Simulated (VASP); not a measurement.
# CoSi (Pm-3m) in VASP: single point with PBE

Aim: the single point of CoSi with PBE.

All numbers are computed with VASP 6.6.1; they aren't measurements. Logs are shortened: lines on timing, memory, paths and dates and some standing lists are left out, and cuts for length are marked.

## (1) The cell of the first run

Symmetry: Pm-3m, No. 221, cubic system. The conventional cell has a = 2.781 Å, b = 2.781 Å, c = 2.781 Å, α = 90.00°, β = 90.00°, γ = 90.00°. Co (site symmetry m-3m) has 8 Si at 2.41 Å and 6 Co at 2.78 Å within 3.2 Å. Si (site symmetry m-3m) has 8 Co at 2.41 Å and 6 Si at 2.78 Å within 3.2 Å.

## (2) Single point, PBE, collinear spin, ferromagnetic start

Contents of INCAR:

```
ALGO = Normal
EDIFF = 1E-7
ENCUT = 520
GGA = PE
ISIF = 2
ISMEAR = -1
ISPIN = 2
LASPH = T
LCHARG = F
LMAXMIX = 4
LORBIT = 11
LREAL = F
LWAVE = F
MAGMOM = 0.84 0
NBANDS = 18
NELM = 150
NUPDOWN = 0.84
PREC = Accurate
SIGMA = 0.03
```

Contents of KPOINTS:

```
k-points
0
Gamma
  14 14 14
```

Contents of POSCAR:

```
CoSi
1.0
    2.7813340000      0.0000000000      0.0000000000
    0.0000000000      2.7813340000      0.0000000000
    0.0000000000      0.0000000000      2.7813340000
Co Si
1 1
Direct
    0.0000000000      0.0000000000      0.0000000000
    0.5000000000      0.5000000000      0.5000000000
```

Potentials or basis: VASP PAW PBE potentials, release 64 (Co, Si).

Run with:

```console
$ cat potpaw_PBE.64/Co/POTCAR potpaw_PBE.64/Si/POTCAR > POTCAR
$ mpirun -np 1 vasp_std > vasp.out
```

OUTCAR:

```text
EDIFF = 1E-7
   ENCUT = 520
   GGA = PE
   ISIF = 2
   ISMEAR = -1
   ISPIN = 2
   LASPH = T
   LORBIT = 11
   LREAL = F
   NELM = 150
   NUPDOWN = 0.84
   PREC = Accurate

 ion  position               nearest neighbor table
   1  0.000  0.000  0.000-   2 2.41   2 2.41   2 2.41   2 2.41   2 2.41   2 2.41   2 2.41   2 2.41

   2  0.500  0.500  0.500-   1 2.41   1 2.41   1 2.41   1 2.41   1 2.41   1 2.41   1 2.41   1 2.41

  LATTYP: Found a simple cubic cell.
 ALAT       =     2.7813340000

  Lattice vectors:

 A1 = (   2.7813340000,   0.0000000000,   0.0000000000)
 A2 = (   0.0000000000,   2.7813340000,   0.0000000000)
 A3 = (   0.0000000000,   0.0000000000,   2.7813340000)

Analysis of symmetry for initial positions (statically):
=====================================================================
 Subroutine PRICEL returns:
 Original cell was already a primitive cell.

 Routine SETGRP: Setting up the symmetry group for a
 simple cubic supercell.

 Subroutine GETGRP returns: Found 48 space group operations
 (whereof 48 operations were pure point group operations)
 out of a pool of 48 trial point group operations.

The static configuration has the point symmetry O_h .

Analysis of symmetry for dynamics (positions and initial velocities):
=====================================================================
 Subroutine PRICEL returns:
 Original cell was already a primitive cell.

 Routine SETGRP: Setting up the symmetry group for a
 simple cubic supercell.

 Subroutine GETGRP returns: Found 48 space group operations
 (whereof 48 operations were pure point group operations)
 out of a pool of 48 trial point group operations.

The dynamic configuration has the point symmetry O_h .

Analysis of structural, dynamic, and magnetic symmetry:
=====================================================================
 Subroutine PRICEL returns:
 Original cell was already a primitive cell.

 Routine SETGRP: Setting up the symmetry group for a
 simple cubic supercell.

 Subroutine GETGRP returns: Found 48 space group operations
 (whereof 48 operations were pure point group operations)
 out of a pool of 48 trial point group operations.

The overall configuration has the point symmetry O_h .

 Subroutine INISYM returns: Found 48 space group operations
 (whereof 48 operations are pure point group operations),
 and found     1 'primitive' translations

----------------------------------------------------------------------------------------

                                     Primitive cell

  volume of cell :      21.5159

  direct lattice vectors                    reciprocal lattice vectors
     2.781334000  0.000000000  0.000000000     0.359539703  0.000000000  0.000000000
     0.000000000  2.781334000  0.000000000     0.000000000  0.359539703  0.000000000
     0.000000000  0.000000000  2.781334000     0.000000000  0.000000000  0.359539703

  length of vectors
     2.781334000  2.781334000  2.781334000     0.359539703  0.359539703  0.359539703

  position of ions in fractional coordinates (direct lattice)
     0.000000000  0.000000000  0.000000000
     0.500000000  0.500000000  0.500000000

  ion indices of the primitive-cell ions
   primitive index   ion index
                 1           1
                 2           2

----------------------------------------------------------------------------------------

 KPOINTS: k-points

Automatic generation of k-mesh.
 Grid dimensions read from file:
 generate k-points for:   14   14   14

 Generating k-lattice:

  Cartesian coordinates                     Fractional coordinates (reciprocal lattice)
     0.025681407  0.000000000  0.000000000     0.071428571  0.000000000  0.000000000
     0.000000000  0.025681407  0.000000000     0.000000000  0.071428571  0.000000000
     0.000000000  0.000000000  0.025681407     0.000000000  0.000000000  0.071428571

  Length of vectors
     0.025681407  0.025681407  0.025681407

  Shift w.r.t. Gamma in fractional coordinates (k-lattice)
     0.000000000  0.000000000  0.000000000

 Subroutine IBZKPT returns following result:
 ===========================================

 Found    120 irreducible k-points:

 Following reciprocal coordinates:
            Coordinates               Weight
  0.000000  0.000000  0.000000      1.000000
  0.071429  0.000000  0.000000      6.000000
  0.142857  0.000000  0.000000      6.000000
  0.214286  0.000000  0.000000      6.000000
  0.285714  0.000000  0.000000      6.000000
  0.357143  0.000000  0.000000      6.000000
[... 16 lines left out ...]
  0.285714  0.214286  0.000000     24.000000
  0.357143  0.214286  0.000000     24.000000
 [... further k-points ...]
   k-points           NKPTS =    120   k-points in BZ     NKDIM =    120   number of bands    NBANDS=     18
   number of dos      NEDOS =    301   number of ions     NIONS =      2
   total plane-waves  NPLWV =  13824
   dimension x,y,z NGX =    24 NGY =   24 NGZ =   24
   dimension x,y,z NGXF=    48 NGYF=   48 NGZF=   48
   ions per type =               1   1
   NGX,Y,Z   is equivalent  to a cutoff of  14.35, 14.35, 14.35 a.u.
   NGXF,Y,Z  is equivalent  to a cutoff of  28.69, 28.69, 28.69 a.u.
 SYSTEM =  unknown system
   PREC   = accura    normal or accurate (medium, high low for compatibility)
   ISTART =      0    job   : 0-new  1-cont  2-samecut
   ICHARG =      2    charge: 1-file 2-atom 10-const
   ISPIN  =      2    spin polarized calculation?
   LNONCOLLINEAR =      F non collinear calculations
   LSORBIT =      F    spin-orbit coupling
   LASPH  =      T    aspherical Exc in radial PAW
   ENCUT  =  520.0 eV  38.22 Ry    6.18 a.u.   5.17  5.17  5.17*2*pi/ulx,y,z
   NELM   =    150;   NELMIN=  2; NELMDL= -5     # of ELM steps
   EDIFF  = 0.1E-06   stopping-criterion for ELM
   LREAL  =      F    real-space projection
   EDIFFG = 0.1E-05   stopping-criterion for IOM
   NSW    =      0    number of steps for IOM
   IBRION =     -1    ionic relax: 0-MD 1-quasi-New 2-CG
   NFREE  =      0    steps in history (QN), initial steepest desc. (CG)
   ISIF   =      2    stress and relaxation
   ISYM   =      2    0-nonsym 1-usesym 2-fastsym
   POTIM  = 0.5000    time-step for ionic-motion
   TEBEG  =    0.0;   TEEND  =   0.0 temperature during run
   PSTRESS=    0.0 pullay stress
   NELECT =      13.0000    total number of electrons
   NUPDOWN=       0.8400    fix difference up-down
   EMIN   =  10.00;   EMAX   =-10.00  energy-range for DOS
   EFERMI =   0.00;   METHOD = LEGACY
   ISMEAR =    -1;   SIGMA  =   0.03  broadening in eV -4-tet -1-fermi 0-gaus
   EFERMI_NEDOS =   21; number of points for ismear=-14 and -15
   IALGO  =     38    algorithm
   IMIX   =      4    mixing-type and parameters
     AMIX     =   0.40;   BMIX     =  1.00
     AMIX_MAG =   1.60;   BMIX_MAG =  1.00
  volume/ion in A,a.u.               =      10.76        72.60
  Fermi-wavevector in a.u.,A,eV,Ry     =   1.384000  2.615381 26.061367  1.915456
  Thomas-Fermi vector in A             =   2.508545
   LORBIT       =     11    0 simple, 1 ext, 2 COOP (PROOUT), +10 PAW based schemes
   GGA     = PE    functional components
   LHFCALC =     F    Hartree Fock is set to
   AEXX    =    0.0000 exact exchange contribution
   IVDW    =     0    specifies the selected vdW correction
   LEPSILON=     F    determine dielectric tensor
   LRPA    =     F    only Hartree local field effects (RPA)
 spin polarized calculation
  energy-cutoff  :      520.00
  volume of cell :       21.52
 maximum number of plane-waves:       595
 NGX is ok and might be reduce to    24
   NGX = 11   NGY = 11   NGZ = 11

 number of electron      13.0000003 magnetization       0.8400001

 Free energy of the ion-electron system (eV)
  ---------------------------------------------------
  ext. energy  EPLUGINS =         0.00000000
  ---------------------------------------------------
  free energy    TOTEN  =       -13.26469915 eV

  energy without entropy =      -13.26075776  energy(sigma->0) =      -13.26272846

 E-fermi :  12.8556     XC(G=0): -12.9444

 val. band max:       13.1843381698   @ k =   0.2143   0.1429   0.0714
 cond. band min:      12.8586867017   @ k =   0.4286   0.3571   0.0000
 fundamental gap:     -0.3256514681
 Fermi energy:        13.1891439228

 spin component 1

 k-point     1 :       0.0000    0.0000    0.0000
  band No.  band energies     occupation
      1      -1.4231      1.00000
      2       8.4919      1.00000
      3       8.4919      1.00000
      4      11.0875      1.00000
      5      11.0875      1.00000
      6      11.0875      1.00000
[... 10 lines left out ...]
     17      36.2513      0.00000
     18      36.2513      0.00000
[... 463 lines left out ...]
 k-point    24 :       0.3571    0.2143    0.0000
  band No.  band energies     occupation
      1       1.6858      1.00000
      2       6.4691      1.00000
      3       8.7446      1.00000
      4       9.6681      1.00000
      5      10.1957      1.00000
      6      10.7995      1.00000
[... 10 lines left out ...]
     17      34.9180      0.00000
     18      38.2877      0.00000

 [... further k-points ...]

 spin component 2

 k-point     1 :       0.0000    0.0000    0.0000
  band No.  band energies     occupation
      1      -1.3620      1.00000
      2       9.3601      1.00000
      3       9.3601      1.00000
      4      11.6141      1.00000
      5      11.6141      1.00000
      6      11.6141      1.00000
[... 10 lines left out ...]
     17      36.2493      0.00000
     18      36.2493      0.00000
[... 463 lines left out ...]
 k-point    24 :       0.3571    0.2143    0.0000
  band No.  band energies     occupation
      1       1.7523      1.00000
      2       6.6697      1.00000
      3       9.2390      1.00000
      4      10.4638      1.00000
      5      10.6530      1.00000
      6      11.3052      1.00000
[... 10 lines left out ...]
     17      35.0791      0.00000
     18      38.4177      0.00000

 [... further k-points ...]

------------------------ aborting loop because EDIFF is reached ----------------------------------------

  FORCE on cell =-STRESS in cart. coord.  units (eV):
  Direction    XX          YY          ZZ          XY          YZ          ZX
  --------------------------------------------------------------------------------------
  -------------------------------------------------------------------------------------
  Total        0.3215058      0.3215058      0.3215058     -0.0000000      0.0000000      0.0000000
  in kB       23.9408716     23.9408716     23.9408716     -0.0000000      0.0000000      0.0000000
  external PRESSURE =      23.9408716 kB  Pullay stress =       0.0000000 kB

 VOLUME and BASIS-vectors are now :
 -----------------------------------------------------------------------------
  energy-cutoff  :      520.00
  volume of cell :       21.52
      direct lattice vectors                 reciprocal lattice vectors
     2.781334000  0.000000000  0.000000000     0.359539703  0.000000000  0.000000000
     0.000000000  2.781334000  0.000000000     0.000000000  0.359539703  0.000000000
     0.000000000  0.000000000  2.781334000     0.000000000  0.000000000  0.359539703

 POSITION                                       TOTAL-FORCE (eV/Angst)
 -----------------------------------------------------------------------------------
      0.00000      0.00000      0.00000         0.000000      0.000000      0.000000
      1.39067      1.39067      1.39067         0.000000      0.000000      0.000000
 -----------------------------------------------------------------------------------
    total drift:                                0.000000      0.000000      0.000000

  FREE ENERGIE OF THE ION-ELECTRON SYSTEM (eV)
  ---------------------------------------------------
  free  energy   TOTEN  =       -13.2646991535 eV

  energy  without entropy=      -13.2607577582  energy(sigma->0) =      -13.26272846

 total charge

# of ion       s       p       d       tot
------------------------------------------
    1        0.439   0.601   7.551   8.591
    2        0.717   0.866   0.000   1.583
--------------------------------------------------
tot          1.156   1.467   7.551  10.174

 magnetization (x)

# of ion       s       p       d       tot
------------------------------------------
    1        0.010   0.012   0.773   0.796
    2        0.013   0.028   0.000   0.040
--------------------------------------------------
tot          0.023   0.040   0.773   0.836
```

Wall time 59 s (1 thread of Intel Xeon 6975P-C, shared host); peak memory 0.2 GiB.

What came out:

```
Free energy                                           : -13.2647 eV
Pressure                                              : 2.4 GPa
Net moment                                            : 0.84 μB per cell
Site moments                                          : Co +0.80; Si +0.04 μB
Valence electrons inside the program's atomic spheres : Co 8.59; Si 1.58
```

Caveat: the total moment is fixed, so each spin has its own Fermi level.
